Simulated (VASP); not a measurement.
Wanted: the native input for a VASP 6.6.1 run.

```yaml
Task: single point
Functional: PBE
Potentials_or_basis: VASP PAW PBE potentials, release 64 (Zr_sv, Sb, H)
Cutoff: 520 eV
k_mesh: 6 × 6 × 4
Occupations: gaussian, width 0.1 eV
Spin: no spin polarisation
Dipole_correction: no
Further_INCAR_settings: ALGO = Fast; EDIFF = 1e-07; NBANDS = 23
```

The structure of Zr2SbH lies in POSCAR:

```
Zr2SbH
1.0
    3.2577270906      0.0000000000      0.0000000000
   -1.6288635453      2.8212744190      0.0000000000
    0.0000000000      0.0000000000      7.7071317850
Zr Sb H
2 1 1
Direct
    0.0000000000      0.0000000000      0.8082487001
    0.0000000000      0.0000000000      0.1917512999
    0.6666666667      0.3333333333      0.5000000000
    0.3333333333      0.6666666667      0.0000000000
```

These files were run (other wordings do the same):

INCAR

```
SYSTEM = Zr2SbH
PREC = Accurate ; ENCUT = 520
EDIFF = 1E-7 ; ISMEAR = 0
SIGMA = 0.1 ; LREAL = .FALSE.
LASPH = .TRUE. ; NELM = 80
ALGO = Fast ; ISIF = 2
LWAVE = .FALSE. ; LCHARG = .FALSE.
GGA = PE ; NBANDS = 23
```

KPOINTS

```
regular mesh
0
G
  6 6 4
  0 0 0
```

Potentials or basis: VASP PAW PBE potentials, release 64 (Zr_sv, Sb, H).

Command:

```sh
$ cat potpaw_PBE.64/Zr_sv/POTCAR potpaw_PBE.64/Sb/POTCAR potpaw_PBE.64/H/POTCAR > POTCAR
$ mpirun -np 1 vasp_std > vasp.out
```

Results of the run:

```json
{
 "Pressure": "0.2 GPa",
 "Largest force": "0.003 eV/Å",
 "Band gap on the k mesh": "zero (bands 15 and 16 overlap by 1.19 eV)"
}
```

Caveat: the k points lie up to 0.37 Å⁻¹ apart, too coarse for converged energies and pressures of a metal; spin-orbit coupling is left out, which moves the levels of the heavy elements.

It took 56 s on 1 thread of Oxide Virtual Turin-like Processor, with other jobs on the host, peak memory 0.16 GiB.
